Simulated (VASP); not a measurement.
A run of VASP 6.6.1 is set up as follows.

Contents of INCAR:

```
SYSTEM = Zr3Si2F
  PREC = Accurate
  ENCUT = 520
  EDIFF = 1E-7
  ISMEAR = 0
  SIGMA = 0.1
  LREAL = .FALSE.
  LASPH = .TRUE.
  NELM = 80
  ALGO = Normal
  ISIF = 2
  LWAVE = .FALSE.
  LCHARG = .FALSE.
  GGA = PE
  NBANDS = 34
```

The input KPOINTS:

```
regular mesh
0
G
  6 6 4
  0 0 0
```

File POSCAR:

```
Zr3Si2F
1.0
    5.0239201000      0.0000000000      0.0000000000
   -2.5119600500      4.3508424300      0.0000000000
    0.0000000000      0.0000000000      4.6443380300
Zr Si F
3 2 1
Direct
    0.5000000000      0.0000000000      0.5000000000
    0.0000000000      0.5000000000      0.5000000000
    0.5000000000      0.5000000000      0.5000000000
    0.0000000000      0.0000000000      0.7954001700
    0.0000000000      0.0000000000      0.2045998300
    0.0000000000      0.0000000000      0.5000000000
```

Potentials or basis: VASP PAW PBE potentials, release 64 (Zr_sv, Si, F).

Command:

```bash
$ cat potpaw_PBE.64/Zr_sv/POTCAR potpaw_PBE.64/Si/POTCAR potpaw_PBE.64/F/POTCAR > POTCAR
$ mpirun -np 1 vasp_std > vasp.out
```

(1) Estimate the largest force.

(2) What does it give for the band gap on the k mesh?

(3) Estimate the pressure.

Results:

(1) 12.478 eV/Å.

(2) zero (an odd number of electrons rules out a gap without spin polarisation).

(3) 73.6 GPa.

Caveat: the cell stands under pressure; an odd number of electrons without spin polarisation forces a metal; a magnetic or distorted state may lie lower.
